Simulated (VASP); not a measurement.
# Sb in VASP: a series of runs

Aim: see how the results for Sb move with the level of theory and the settings. Levels: PBE0, PBEsol. Tasks: single point.

Program: VASP 6.6.1. These are calculated values, not measurements. Logs are shortened: lines on timing, memory, paths and dates and some standing lists are left out, and cuts for length are marked.

### 1 The cell of the first run

The structure is cubic, space group Im-3m (No. 229). Conventional cell: a = 3.792 Å, b = 3.792 Å, c = 3.792 Å, α = 90.00°, β = 90.00°, γ = 90.00°. Within 4.3 Å of Sb (site symmetry m-3m) lie 14 Sb at 3.28 to 3.79 Å.

This isn't the form of Sb at room conditions, which is rhombohedral.

### 2 Single point, PBE0

POSCAR reads:

```
Sb
1.0
   -1.8959666167      1.8959666167      1.8959666167
    1.8959666167     -1.8959666167      1.8959666167
    1.8959666167      1.8959666167     -1.8959666167
Sb
1
Direct
    0.0000000000      0.0000000000      0.0000000000
```

INCAR.step1 reads:

```
SYSTEM = Sb
PREC     = Accurate       ! precision mode
ENCUT    = 400            ! plane-wave cutoff, eV
EDIFF    = 1E-5           ! SCF threshold, eV
ISMEAR   = -1             ! smearing method
SIGMA    = 0.05           ! smearing width, eV
LREAL    = .False.        ! projectors in reciprocal space
LASPH    = .True.         ! aspherical terms in the spheres
NELM     = 120            ! most SCF steps
ALGO     = Normal         ! electronic algorithm
ISIF     = 2              ! what is computed and relaxed
LWAVE    = .True.         ! write WAVECAR
LCHARG   = .False.        ! write CHGCAR
GGA      = PE             ! functional
NBANDS   = 14             ! bands
GGA_COMPAT= .False.
```

INCAR.step2 reads:

```
SYSTEM = Sb
PREC     = Accurate       ! precision mode
ENCUT    = 400            ! plane-wave cutoff, eV
EDIFF    = 1E-6           ! SCF threshold, eV
ISMEAR   = -1             ! smearing method
SIGMA    = 0.05           ! smearing width, eV
LREAL    = .False.        ! projectors in reciprocal space
LASPH    = .True.         ! aspherical terms in the spheres
NELM     = 120            ! most SCF steps
ALGO     = Normal         ! electronic algorithm
ISIF     = 2              ! what is computed and relaxed
LWAVE    = .False.        ! write WAVECAR
LCHARG   = .False.        ! write CHGCAR
GGA      = PE             ! functional
LHFCALC  = .True.         ! exact exchange
AEXX     = 0.25           ! exact-exchange fraction
PRECFOCK = Normal       
ISTART   = 1            
NBANDS   = 14             ! bands
GGA_COMPAT= .False.
```

KPOINTS reads:

```
Automatic mesh
0
Gamma
  6 6 6
  0 0 0
```

Potentials or basis: VASP PAW PBE potentials, release 64 (Sb_d_GW).

On the command line:

```sh
cat potpaw_PBE.64/Sb_d_GW/POTCAR > POTCAR
cp INCAR.step1 INCAR
mpirun -np 1 vasp_std > vasp.out
cp INCAR.step2 INCAR
mpirun -np 1 vasp_std > vasp.out
```

OUTCAR:

```text
SYSTEM = Sb
   PREC = Accurate
   ENCUT = 400
   EDIFF = 1E-6
   ISMEAR = -1
   LREAL = .False.
   LASPH = .True.
   NELM = 120
   ISIF = 2
   GGA = PE
   LHFCALC = .True.
   AEXX = 0.25
   PRECFOCK = Normal
   ISTART = 1

 ion  position               nearest neighbor table
   1  0.000  0.000  0.000-

  LATTYP: Found a body centered cubic cell.
 ALAT       =     3.7919332334

  Lattice vectors:

 A1 = (  -1.8959666167,   1.8959666167,   1.8959666167)
 A2 = (   1.8959666167,  -1.8959666167,   1.8959666167)
 A3 = (   1.8959666167,   1.8959666167,  -1.8959666167)

Analysis of symmetry for initial positions (statically):
=====================================================================
 Subroutine PRICEL returns:
 Original cell was already a primitive cell.

 Routine SETGRP: Setting up the symmetry group for a
 body centered cubic supercell.

 Subroutine GETGRP returns: Found 48 space group operations
 (whereof 48 operations were pure point group operations)
 out of a pool of 48 trial point group operations.

The static configuration has the point symmetry O_h .

Analysis of symmetry for dynamics (positions and initial velocities):
=====================================================================
 Subroutine PRICEL returns:
 Original cell was already a primitive cell.

 Routine SETGRP: Setting up the symmetry group for a
 body centered cubic supercell.

 Subroutine GETGRP returns: Found 48 space group operations
 (whereof 48 operations were pure point group operations)
 out of a pool of 48 trial point group operations.

The dynamic configuration has the point symmetry O_h .

 Subroutine INISYM returns: Found 48 space group operations
 (whereof 48 operations are pure point group operations),
 and found     1 'primitive' translations

----------------------------------------------------------------------------------------

                                     Primitive cell

  volume of cell :      27.2616

  direct lattice vectors                    reciprocal lattice vectors
    -1.895966617  1.895966617  1.895966617     0.000000000  0.263717724  0.263717724
     1.895966617 -1.895966617  1.895966617     0.263717724  0.000000000  0.263717724
     1.895966617  1.895966617 -1.895966617     0.263717724  0.263717724  0.000000000

  length of vectors
     3.283910510  3.283910510  3.283910510     0.372953181  0.372953181  0.372953181

  position of ions in fractional coordinates (direct lattice)
     0.000000000  0.000000000  0.000000000

  ion indices of the primitive-cell ions
   primitive index   ion index
                 1           1

----------------------------------------------------------------------------------------

 KPOINTS: Automatic mesh

Automatic generation of k-mesh.
 Grid dimensions read from file:
 generate k-points for:    6    6    6

 Generating k-lattice:

  Cartesian coordinates                     Fractional coordinates (reciprocal lattice)
     0.000000000  0.043952954  0.043952954     0.166666667  0.000000000  0.000000000
     0.043952954  0.000000000  0.043952954     0.000000000  0.166666667  0.000000000
     0.043952954  0.043952954  0.000000000     0.000000000  0.000000000  0.166666667

  Length of vectors
     0.062158864  0.062158864  0.062158864

  Shift w.r.t. Gamma in fractional coordinates (k-lattice)
     0.000000000  0.000000000  0.000000000

 Subroutine IBZKPT returns following result:
 ===========================================

 Found     16 irreducible k-points:

 Following reciprocal coordinates:
            Coordinates               Weight
  0.000000  0.000000  0.000000      1.000000
  0.166667  0.000000  0.000000     12.000000
  0.333333  0.000000  0.000000     12.000000
  0.500000  0.000000  0.000000      6.000000
  0.166667  0.166667  0.000000     24.000000
  0.333333  0.166667  0.000000     48.000000
[... 8 lines left out ...]
  0.500000  0.500000  0.333333     12.000000
  0.500000  0.500000  0.500000      1.000000
   k-points           NKPTS =     16   k-points in BZ     NKDIM =    216   number of bands    NBANDS=     14
   number of dos      NEDOS =    301   number of ions     NIONS =      1
   total plane-waves  NPLWV =  13824
   dimension x,y,z NGX =    24 NGY =   24 NGZ =   24
   dimension x,y,z NGXF=    48 NGYF=   48 NGZF=   48
   ions per type =               1
   NGX,Y,Z   is equivalent  to a cutoff of  12.15, 12.15, 12.15 a.u.
   NGXF,Y,Z  is equivalent  to a cutoff of  24.30, 24.30, 24.30 a.u.
 SYSTEM =  Sb
   PREC   = accura    normal or accurate (medium, high low for compatibility)
   ISTART =      1    job   : 0-new  1-cont  2-samecut
   ICHARG =      0    charge: 1-file 2-atom 10-const
   ISPIN  =      1    spin polarized calculation?
   LNONCOLLINEAR =      F non collinear calculations
   LSORBIT =      F    spin-orbit coupling
   LASPH  =      T    aspherical Exc in radial PAW
   ENCUT  =  400.0 eV  29.40 Ry    5.42 a.u.   5.36  5.36  5.36*2*pi/ulx,y,z
   NELM   =    120;   NELMIN=  2; NELMDL=  0     # of ELM steps
   EDIFF  = 0.1E-05   stopping-criterion for ELM
   LREAL  =      F    real-space projection
   EDIFFG = 0.1E-04   stopping-criterion for IOM
   NSW    =      0    number of steps for IOM
   IBRION =     -1    ionic relax: 0-MD 1-quasi-New 2-CG
   NFREE  =      0    steps in history (QN), initial steepest desc. (CG)
   ISIF   =      2    stress and relaxation
   ISYM   =      3    0-nonsym 1-usesym 2-fastsym
   POTIM  = 0.5000    time-step for ionic-motion
   TEBEG  =    0.0;   TEEND  =   0.0 temperature during run
   PSTRESS=    0.0 pullay stress
   NELECT =      15.0000    total number of electrons
   NUPDOWN=      -1.0000    fix difference up-down
   EMIN   =  10.00;   EMAX   =-10.00  energy-range for DOS
   EFERMI =   0.00;   METHOD = LEGACY
   ISMEAR =    -1;   SIGMA  =   0.05  broadening in eV -4-tet -1-fermi 0-gaus
   EFERMI_NEDOS =   21; number of points for ismear=-14 and -15
   IALGO  =     38    algorithm
   IMIX   =      1    mixing-type and parameters
     AMIX     =   0.40;   BMIX     =  1.00
     AMIX_MAG =   1.60;   BMIX_MAG =  1.00
  volume/ion in A,a.u.               =      27.26       183.97
  Fermi-wavevector in a.u.,A,eV,Ry     =   1.341491  2.535051 24.485034  1.799599
  Thomas-Fermi vector in A             =   2.469721
   LORBIT       =      0    0 simple, 1 ext, 2 COOP (PROOUT), +10 PAW based schemes
   GGA     = PE    functional components
   LHFCALC =     T    Hartree Fock is set to
   PRECFOCK=normal    Normal, Fast or Accurate (Low or Medium for compatibility)
   ENCUT4O =  -1.0   cutoff for four orbital integrals eV
   NKREDX  =     1    reduce k-point grid by
   NKREDY  =     1    reduce k-point grid by
   NKREDZ  =     1    reduce k-point grid by
   AEXX    =    0.2500 exact exchange contribution
   HFSCREEN=    0.0000 screening length (either q_TF or 0.3 A-1)
   HFSCREENC=   0.0000 screening length for correlation (either q_TF or 0.3 A-1)
   ENCUTFOCK=  -1.0 apply spherical cutoff to Coloumb kernel
   IVDW    =     0    specifies the selected vdW correction
   LEPSILON=     F    determine dielectric tensor
   LRPA    =     F    only Hartree local field effects (RPA)
 non-spin polarized calculation
  energy-cutoff  :      400.00
  volume of cell :       27.26
 maximum number of plane-waves:       531
 NGX is ok and might be reduce to    24
  NGX = 18; NGY = 18; NGZ = 18

 number of electron      15.0000007 magnetization

 Free energy of the ion-electron system (eV)
  ---------------------------------------------------
  ext. energy  EPLUGINS =         0.00000000
  ---------------------------------------------------
  free energy    TOTEN  =        -5.08467862 eV

  energy without entropy =       -5.07943328  energy(sigma->0) =       -5.08205595

 E-fermi :   5.4315     XC(G=0):  -8.3576

 val. band max:        5.2958431853   @ k =   0.3333   0.1667   0.0000
 cond. band min:       5.8794542556   @ k =   0.5000   0.5000   0.3333
 fundamental gap:      0.5836110703
 Fermi energy:         5.4314967137

 k-point     1 :       0.0000    0.0000    0.0000
  band No.  band energies     occupation
      1     -26.1545      2.00000
      2     -26.1545      2.00000
      3     -26.1545      2.00000
      4     -26.0785      2.00000
      5     -26.0785      2.00000
      6      -8.6208      2.00000
      7      12.5736      0.00000
      8      12.5736      0.00000
      9      12.5736      0.00000
     10      18.4660      0.00000
     11      18.4660      0.00000
     12      18.4660      0.00000
     13      18.9685      0.00000
     14      18.9685      0.00000

 k-point     2 :       0.1667    0.0000    0.0000
  band No.  band energies     occupation
      1     -26.1595      2.00000
      2     -26.1446      2.00000
      3     -26.1248      2.00000
      4     -26.0843      2.00000
      5     -26.0801      2.00000
      6      -7.9825      2.00000
      7       8.7548      0.00000
      8      10.9853      0.00000
      9      12.0752      0.00000
     10      15.7387      0.00000
     11      16.1432      0.00000
     12      18.3357      0.00000
     13      19.6977      0.00000
     14      20.9221      0.00000

 k-point     3 :       0.3333    0.0000    0.0000
  band No.  band energies     occupation
      1     -26.1704      2.00000
      2     -26.1346      2.00000
      3     -26.0883      2.00000
      4     -26.0838      2.00000
      5     -26.0653      2.00000
      6      -6.1171      2.00000
      7       2.7377      2.00000
      8       9.0364      0.00000
      9      11.1101      0.00000
     10      13.9968      0.00000
     11      14.5933      0.00000
     12      19.4371      0.00000
     13      21.0068      0.00000
     14      25.3934      0.00000
[... 188 lines left out ...]
 k-point    15 :       0.5000    0.5000    0.3333
  band No.  band energies     occupation
      1     -26.1435      2.00000
      2     -26.1378      2.00000
      3     -26.0791      2.00000
      4     -26.0629      2.00000
      5     -26.0439      2.00000
      6      -1.8951      2.00000
      7       1.8826      2.00000
      8       4.2125      2.00000
      9       5.8795      0.00026
     10      11.2764      0.00000
     11      12.3670      0.00000
     12      21.3940      0.00000
     13      22.2447      0.00000
     14      26.2582      0.00000

 k-point    16 :       0.5000    0.5000    0.5000
  band No.  band energies     occupation
      1     -26.1553      2.00000
      2     -26.1553      2.00000
      3     -26.0467      2.00000
      4     -26.0467      2.00000
      5     -26.0467      2.00000
      6      -0.3147      2.00000
      7       3.4857      2.00000
      8       3.4857      2.00000
      9       3.4857      2.00000
     10       9.7276      0.00000
     11       9.7276      0.00000
     12      24.7598      0.00000
     13      26.8272      0.00000
     14      26.8272      0.00000

------------------------ aborting loop because EDIFF is reached ----------------------------------------

  FORCE on cell =-STRESS in cart. coord.  units (eV):
  Direction    XX          YY          ZZ          XY          YZ          ZX
  --------------------------------------------------------------------------------------
  -------------------------------------------------------------------------------------
  Total       -0.3804150     -0.3804150     -0.3804150     -0.0000000     -0.0000000      0.0000000
  in kB      -22.3571380    -22.3571380    -22.3571380     -0.0000000     -0.0000000      0.0000000
  external PRESSURE =     -22.3571380 kB  Pullay stress =       0.0000000 kB

 VOLUME and BASIS-vectors are now :
 -----------------------------------------------------------------------------
  energy-cutoff  :      400.00
  volume of cell :       27.26
      direct lattice vectors                 reciprocal lattice vectors
    -1.895966617  1.895966617  1.895966617     0.000000000  0.263717724  0.263717724
     1.895966617 -1.895966617  1.895966617     0.263717724  0.000000000  0.263717724
     1.895966617  1.895966617 -1.895966617     0.263717724  0.263717724  0.000000000

 POSITION                                       TOTAL-FORCE (eV/Angst)
 -----------------------------------------------------------------------------------
      0.00000      0.00000      0.00000         0.000000      0.000000      0.000000
 -----------------------------------------------------------------------------------
    total drift:                                0.000000      0.000000      0.000000

  FREE ENERGIE OF THE ION-ELECTRON SYSTEM (eV)
  ---------------------------------------------------
  free  energy   TOTEN  =        -5.0846786167 eV

  energy  without entropy=       -5.0794332753  energy(sigma->0) =       -5.08205595
```

Wall time 12 min (1 thread of Intel Xeon Platinum 8488C (Sapphire Rapids), shared host); peak memory 0.14 GiB.

What came out:

- Free energy: -5.0847 eV
- Pressure: -2.2 GPa
- Band gap on the k mesh: zero (an odd number of electrons rules out a gap without spin polarisation)

Levels at points of the mesh, in eV from the Fermi level:
| k point | band 3 | band 4 | band 5 | band 6 | band 7 | band 8 | band 9 | band 10 | band 11 | band 12 |
| --- | --- | --- | --- | --- | --- | --- | --- | --- | --- | --- |
| (0.00, 0.00, 0.00) | -31.59 | -31.51 | -31.51 | -14.05 | 7.14 | 7.14 | 7.14 | 13.03 | 13.03 | 13.03 |
| (0.50, 0.00, 0.00) | -31.52 | -31.51 | -31.47 | -9.53 | -6.07 | 2.86 | 5.24 | 8.00 | 8.64 | 15.57 |
| (0.50, 0.50, 0.50) | -31.48 | -31.48 | -31.48 | -5.75 | -1.95 | -1.95 | -1.95 | 4.30 | 4.30 | 19.33 |

Caveat: the k points lie up to 0.39 Å⁻¹ apart, too coarse for converged energies and pressures of a metal; the PAW data sets were made with another functional, which shifts forces and pressure a little; spin-orbit coupling is left out, which moves the levels of the heavy elements.

(Part 1 of 2 ends here.)
